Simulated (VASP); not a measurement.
# BaTe (P-6m2) in VASP: single point with PBE

Aim: the single point of BaTe with PBE.

Program: VASP 6.6.1. These are calculated values, not measurements. Logs are shortened: lines on timing, memory, paths and dates and some standing lists are left out, and cuts for length are marked.

### Step 1. The cell of the first run

Symmetry: P-6m2, No. 187, hexagonal system. The conventional cell has a = 4.808 Å, b = 4.808 Å, c = 4.410 Å, α = 90.00°, β = 90.00°, γ = 120.00°. Within 4.9 Å of Ba (site symmetry -6m2) lie 6 Te at 3.55 Å and 8 Ba at 4.41 to 4.81 Å. Within 4.9 Å of Te (site symmetry -6m2) lie 6 Ba at 3.55 Å and 8 Te at 4.41 to 4.81 Å.

### Step 2. Single point, PBE, non-collinear spin, zero start, spin-orbit coupling

POSCAR reads:

```
BaTe
1.0
    4.8078987603      0.0000000000      0.0000000000
   -2.4039493801      4.1637624653      0.0000000000
    0.0000000000      0.0000000000      4.4099628075
Ba Te
1 1
Direct
    0.3333333333      0.6666666667      0.0000000000
    0.6666666667      0.3333333333      0.5000000000
```

INCAR.step1 reads:

```
SYSTEM = BaTe
ALGO     = Normal         ! electronic algorithm
EDIFF    = 1E-6           ! SCF threshold, eV
ENCUT    = 400            ! plane-wave cutoff, eV
GGA      = PE             ! functional
GGA_COMPAT= .FALSE.      
ISIF     = 2              ! what is computed and relaxed
ISMEAR   = 0              ! smearing method
LASPH    = .TRUE.         ! aspherical terms in the spheres
LCHARG   = .TRUE.         ! write CHGCAR
LORBIT   = 11             ! projections on sites
LORBMOM  = .TRUE.       
LREAL    = .FALSE.        ! projectors in reciprocal space
LSORBIT  = .TRUE.         ! spin-orbit coupling
LWAVE    = .FALSE.        ! write WAVECAR
MAGMOM   = 0 0 0 0 0 0    ! initial moments
NBANDS   = 28             ! bands
NEDOS    = 2001           ! points of the DOS
NELM     = 200            ! most SCF steps
PREC     = Accurate       ! precision mode
SIGMA    = 0.02           ! smearing width, eV
```

KPOINTS.step1 reads:

```
k-points
0
G
  6 6 6
  0 0 0
```

INCAR.step2 reads:

```
SYSTEM = BaTe
ALGO     = Normal         ! electronic algorithm
EDIFF    = 1E-6           ! SCF threshold, eV
ENCUT    = 400            ! plane-wave cutoff, eV
GGA      = PE             ! functional
GGA_COMPAT= .FALSE.      
ICHARG   = 11             ! starting density
ISIF     = 2              ! what is computed and relaxed
ISMEAR   = -5             ! smearing method
LASPH    = .TRUE.         ! aspherical terms in the spheres
LCHARG   = .FALSE.        ! write CHGCAR
LORBIT   = 10             ! projections on sites
LORBMOM  = .TRUE.       
LREAL    = .FALSE.        ! projectors in reciprocal space
LSORBIT  = .TRUE.         ! spin-orbit coupling
LWAVE    = .FALSE.        ! write WAVECAR
MAGMOM   = 0 0 0 0 0 0    ! initial moments
NBANDS   = 28             ! bands
NEDOS    = 1001           ! points of the DOS
NELM     = 200            ! most SCF steps
PREC     = Accurate       ! precision mode
SIGMA    = 0.02           ! smearing width, eV
```

KPOINTS.step2 reads:

```
k-points
0
G
  9 9 9
  0 0 0
```

Potentials or basis: VASP PAW PBE potentials, release 64 (Ba_sv, Te).

Command:

```bash
$ cat potpaw_PBE.64/Ba_sv/POTCAR potpaw_PBE.64/Te/POTCAR > POTCAR
$ cp INCAR.step1 INCAR
$ cp KPOINTS.step1 KPOINTS
$ mpirun -np 1 vasp_ncl > vasp.out
$ cp INCAR.step2 INCAR
$ cp KPOINTS.step2 KPOINTS
$ mpirun -np 1 vasp_ncl > vasp.out
```

OUTCAR:

```text
SYSTEM = BaTe
   EDIFF = 1E-6
   ENCUT = 400
   GGA = PE
   ICHARG = 11
   ISIF = 2
   ISMEAR = -5
   LASPH = .TRUE.
   LORBIT = 10
   LREAL = .FALSE.
   LSORBIT = .TRUE.
   NELM = 200
   PREC = Accurate

 ion  position               nearest neighbor table
   1  0.333  0.667  0.000-   2 3.55   2 3.55   2 3.55   2 3.55   2 3.55   2 3.55
   2  0.667  0.333  0.500-   1 3.55   1 3.55   1 3.55   1 3.55   1 3.55   1 3.55

  LATTYP: Found a hexagonal cell.
 ALAT       =     4.8078987603
 C/A-ratio  =     0.9172328760

  Lattice vectors:

 A1 = (   4.8078987603,   0.0000000000,   0.0000000000)
 A2 = (  -2.4039493801,   4.1637624653,   0.0000000000)
 A3 = (   0.0000000000,   0.0000000000,   4.4099628075)

Analysis of symmetry for initial positions (statically):
=====================================================================
 Subroutine PRICEL returns:
 Original cell was already a primitive cell.

 Routine SETGRP: Setting up the symmetry group for a
 hexagonal supercell.

 Subroutine GETGRP returns: Found 12 space group operations
 (whereof 12 operations were pure point group operations)
 out of a pool of 24 trial point group operations.

The static configuration has the point symmetry D_3h.

Analysis of symmetry for dynamics (positions and initial velocities):
=====================================================================
 Subroutine PRICEL returns:
 Original cell was already a primitive cell.

 Routine SETGRP: Setting up the symmetry group for a
 hexagonal supercell.

 Subroutine GETGRP returns: Found 12 space group operations
 (whereof 12 operations were pure point group operations)
 out of a pool of 24 trial point group operations.

The dynamic configuration has the point symmetry D_3h.

Analysis of structural, dynamic, and magnetic symmetry:
=====================================================================
 Subroutine PRICEL returns:
 Original cell was already a primitive cell.

 Routine SETGRP: Setting up the symmetry group for a
 hexagonal supercell.

 Subroutine GETGRP returns: Found 12 space group operations
 (whereof 12 operations were pure point group operations)
 out of a pool of 24 trial point group operations.

The overall configuration has the point symmetry D_3h.

 Subroutine INISYM returns: Found 12 space group operations
 (whereof 12 operations are pure point group operations),
 and found     1 'primitive' translations

----------------------------------------------------------------------------------------

[... 916 lines left out ...]
 -----------------------------------------------------------------------------------
    total drift:                                0.000503     -0.000290     -0.000000

  FREE ENERGIE OF THE ION-ELECTRON SYSTEM (eV)
  ---------------------------------------------------
  free  energy   TOTEN  =        -8.6827200245 eV

  energy  without entropy=       -8.6827200245  energy(sigma->0) =       -8.68272002

 orbital moment (x)

 # of ion     p       d       tot
 ----------------------------------------
  1         0.000  -0.000  -0.000
  2        -0.000  -0.000  -0.000
 ----------------------------------------
           -0.000  -0.000  -0.000

 orbital moment (y)

 # of ion     p       d       tot
 ----------------------------------------
  1         0.000   0.000   0.000
  2        -0.000   0.000  -0.000
 ----------------------------------------
           -0.000   0.000   0.000

 orbital moment (z)

 # of ion     p       d       tot
 ----------------------------------------
  1        -0.000   0.000   0.000
  2         0.000   0.000   0.000
 ----------------------------------------
           -0.000   0.000   0.000

 Spin-Orbit-Coupling matrix elements

 Ion:    1  E_soc:     -0.3958891
 l=   1
     0.0000000    -0.0653899    -0.0655739
    -0.0653899     0.0000000    -0.0653899
    -0.0655739    -0.0653899     0.0000000
 l=   2
     0.0000000    -0.0001202     0.0000000    -0.0001202    -0.0003461
    -0.0001202     0.0000000    -0.0003099    -0.0001441    -0.0001202
     0.0000000    -0.0003099     0.0000000    -0.0003099     0.0000000
    -0.0001202    -0.0001441    -0.0003099     0.0000000    -0.0001202
    -0.0003461    -0.0001202     0.0000000    -0.0001202     0.0000000
 l=   3
     0.0000000     0.0000000     0.0000000     0.0000000     0.0000000     0.0000000     0.0000000
     0.0000000     0.0000000     0.0000000     0.0000000     0.0000000     0.0000000     0.0000000
     0.0000000     0.0000000     0.0000000     0.0000000     0.0000000     0.0000000     0.0000000
     0.0000000     0.0000000     0.0000000     0.0000000     0.0000000     0.0000000     0.0000000
     0.0000000     0.0000000     0.0000000     0.0000000     0.0000000     0.0000000     0.0000000
     0.0000000     0.0000000     0.0000000     0.0000000     0.0000000     0.0000000     0.0000000
     0.0000000     0.0000000     0.0000000     0.0000000     0.0000000     0.0000000     0.0000000

 Ion:    2  E_soc:     -0.1898392
 l=   1
     0.0000000    -0.0315092    -0.0318728
    -0.0315092     0.0000000    -0.0315092
    -0.0318728    -0.0315092     0.0000000
 l=   2
     0.0000000    -0.0000007     0.0000000    -0.0000007    -0.0000110
    -0.0000007     0.0000000    -0.0000062    -0.0000024    -0.0000007
     0.0000000    -0.0000062     0.0000000    -0.0000062     0.0000000
    -0.0000007    -0.0000024    -0.0000062     0.0000000    -0.0000007
    -0.0000110    -0.0000007     0.0000000    -0.0000007     0.0000000
 l=   3
     0.0000000     0.0000000     0.0000000     0.0000000     0.0000000     0.0000000     0.0000000
     0.0000000     0.0000000     0.0000000     0.0000000     0.0000000     0.0000000     0.0000000
     0.0000000     0.0000000     0.0000000     0.0000000     0.0000000     0.0000000     0.0000000
     0.0000000     0.0000000     0.0000000     0.0000000     0.0000000     0.0000000     0.0000000
     0.0000000     0.0000000     0.0000000     0.0000000     0.0000000     0.0000000     0.0000000
     0.0000000     0.0000000     0.0000000     0.0000000     0.0000000     0.0000000     0.0000000
     0.0000000     0.0000000     0.0000000     0.0000000     0.0000000     0.0000000     0.0000000

 total charge

# of ion       s       p       d       tot
------------------------------------------
    1        2.011   5.598   0.273   7.881
    2        1.341   2.112   0.004   3.457
--------------------------------------------------
tot          3.352   7.710   0.277  11.338

 magnetization (x)

# of ion       s       p       d       tot
------------------------------------------
    1        0.000   0.000  -0.000  -0.000
    2        0.000   0.000   0.000   0.000
--------------------------------------------------
tot          0.000   0.000  -0.000  -0.000

 magnetization (y)

# of ion       s       p       d       tot
------------------------------------------
    1       -0.000   0.000   0.000  -0.000
    2        0.000   0.000   0.000   0.000
--------------------------------------------------
tot         -0.000   0.000   0.000  -0.000

 magnetization (z)

# of ion       s       p       d       tot
------------------------------------------
    1        0.000  -0.000   0.000  -0.000
    2       -0.000   0.000   0.000  -0.000
--------------------------------------------------
tot         -0.000  -0.000   0.000  -0.000
```

OUTCAR.step1:

```text
SYSTEM = BaTe
   EDIFF = 1E-6
   ENCUT = 400
   GGA = PE
   ISIF = 2
   ISMEAR = 0
   LASPH = .TRUE.
   LORBIT = 11
   LREAL = .FALSE.
   LSORBIT = .TRUE.
   NELM = 200
   PREC = Accurate

[... 1080 lines left out ...]

# of ion       s       p       d       tot
------------------------------------------
    1        0.000   0.000  -0.000  -0.000
    2       -0.000   0.000   0.000  -0.000
--------------------------------------------------
tot         -0.000   0.000  -0.000  -0.000

 magnetization (z)

# of ion       s       p       d       tot
------------------------------------------
    1       -0.000   0.000   0.000   0.000
    2       -0.000  -0.000   0.000  -0.000
--------------------------------------------------
tot         -0.000  -0.000   0.000  -0.000
```

OSZICAR.step1:

```text
N       E                     dE             d eps       ncg     rms          rms(c)
DAV:   1     0.903578834864E+02    0.90358E+02   -0.53064E+03  2240   0.765E+02
DAV:   2    -0.180376696404E+01   -0.92162E+02   -0.87127E+02  2912   0.173E+02
DAV:   3    -0.857269336176E+01   -0.67689E+01   -0.67186E+01  3112   0.489E+01
DAV:   4    -0.886062089714E+01   -0.28793E+00   -0.28750E+00  3400   0.868E+00
DAV:   5    -0.886332920540E+01   -0.27083E-02   -0.27080E-02  2848   0.915E-01    0.442E+00
DAV:   6    -0.868950478113E+01    0.17382E+00   -0.17888E-01  2748   0.218E+00    0.284E+00
DAV:   7    -0.866864960935E+01    0.20855E-01   -0.12496E-01  2784   0.178E+00    0.187E+00
DAV:   8    -0.867586545628E+01   -0.72158E-02   -0.14324E-02  3048   0.660E-01    0.582E-01
DAV:   9    -0.868006153403E+01   -0.41961E-02   -0.48128E-03  2376   0.459E-01    0.118E-01
DAV:  10    -0.868116108279E+01   -0.10995E-02   -0.86850E-04  2568   0.171E-01    0.893E-02
DAV:  11    -0.868183608046E+01   -0.67500E-03   -0.80958E-04  2368   0.144E-01    0.261E-02
DAV:  12    -0.868185846832E+01   -0.22388E-04   -0.31081E-05  2856   0.298E-02    0.948E-03
DAV:  13    -0.868186190907E+01   -0.34407E-05   -0.39508E-06  2564   0.956E-03    0.431E-03
DAV:  14    -0.868186474227E+01   -0.28332E-05   -0.45695E-06  2380   0.117E-02    0.247E-03
DAV:  15    -0.868186499510E+01   -0.25283E-06   -0.10769E-07  2080   0.224E-03
   1 F= -.86818650E+01 E0= -.86818650E+01  d E =-.892658E-13  mag=     0.0000     0.0000     0.0000
```

Run time: 5.3 min. Hardware: 1 thread of Oxide Virtual Turin-like, shared host; peak memory 0.41 GiB.

What came out:

| Item | Value |
| --- | --- |
| Net moment | 0.00 μB per cell |
| Valence electrons inside the program's atomic spheres | Ba 7.88; Te 3.46 |

Moments on the atoms (μB; x, y, z):
```
Ba  0.00 0.00 0.00
Te  0.00 0.00 0.00
```
